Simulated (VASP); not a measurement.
TiO2, 9 atoms in the cell. It takes space group P3_121 (No. 152, trigonal). Conventional cell: a = 5.471 Å, b = 5.471 Å, c = 6.082 Å, α = 90.00°, β = 90.00°, γ = 120.00°. Within 2.4 Å of Ti (site symmetry 2) lie 4 O at 1.78 to 1.80 Å. Within 2.4 Å of O (site symmetry 1) lie 2 Ti at 1.78 to 1.80 Å. 

```yaml
Program: VASP 6.6.1
Task: relaxation of the atoms
Functional: PBE
Potentials_or_basis: VASP PAW PBE potentials, release 64 (Ti_sv, O)
Cutoff: 520 eV
k_mesh: 5 × 5 × 4
Occupations: fermi-dirac, width 0.05 eV
Spin: no spin polarisation
Dipole_correction: no
Further_INCAR_settings: ALGO = Normal; EDIFF = 1e-06; IBRION = 2; EDIFFG = -0.01; NSW = 60
```

Potentials or basis: VASP PAW PBE potentials, release 64 (Ti_sv, O).

Command:

```console
$ cat potpaw_PBE.64/Ti_sv/POTCAR potpaw_PBE.64/O/POTCAR > POTCAR
$ mpirun -np 1 vasp_std > vasp.out
```

Hardware: 1 thread of Oxide Virtual Turin-like Processor, on a shared host.

Q: Estimate the wall time of this run.

A: Run time: 30 min on 1 thread of Oxide Virtual Turin-like Processor, on a shared host, peak memory 0.29 GiB. Counts: scf iterations 116, k points 17, ion steps 15.
